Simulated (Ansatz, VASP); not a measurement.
Two plane-wave programs on Mg4O

```
CELL_PARAMETERS angstrom
3.14661 0.00000 0.00000
0.00000 5.03889 0.00000
0.00000 0.00000 20.58461
ATOMIC_POSITIONS crystal
Mg 0.00000 0.75000 0.19432
Mg 0.50000 0.25000 0.23845
Mg 0.50000 0.75000 0.33061
Mg 0.00000 0.25000 0.36846
O 0.50000 0.75000 0.55452
```

Alike in both runs: task single point; functional LDA; k mesh 8 × 5 × 1; occupations gaussian, width 0.1 eV; no spin polarisation.

|  | VASP | Ansatz |
| --- | --- | --- |
| version | VASP 6.6.1 | Ansatz 0.2.0 |
| potentials or method | VASP PAW LDA potentials, release 64 (Mg, O), cutoff 520 eV | scalar-relativistic, plane waves, PAW |
| valence electrons in the cell | 14 | 46 |

VASP gave:

- gap on the k mesh at the Fermi level (eV): none
- rms of the force components (eV/Å): 0.146
- work function, face that differs most (eV): 3.72

Task: Which values does Ansatz return?

Result: gap on the k mesh at the Fermi level (eV): none; rms of the force components (eV/Å): 0.145; work function, face that differs most (eV): 3.71.

LDA's correlation is that of Perdew and Zunger in VASP and of Perdew and Wang (1992) in Ansatz. Atom by atom the forces differ by 0.007 eV/Å (rms over components). A gap of «none» marks a metal or a gap that the smearing closes. VASP's potentials hold 14 valence electrons a cell and Ansatz's 46, so a difference there can come from the potentials and not from the codes.
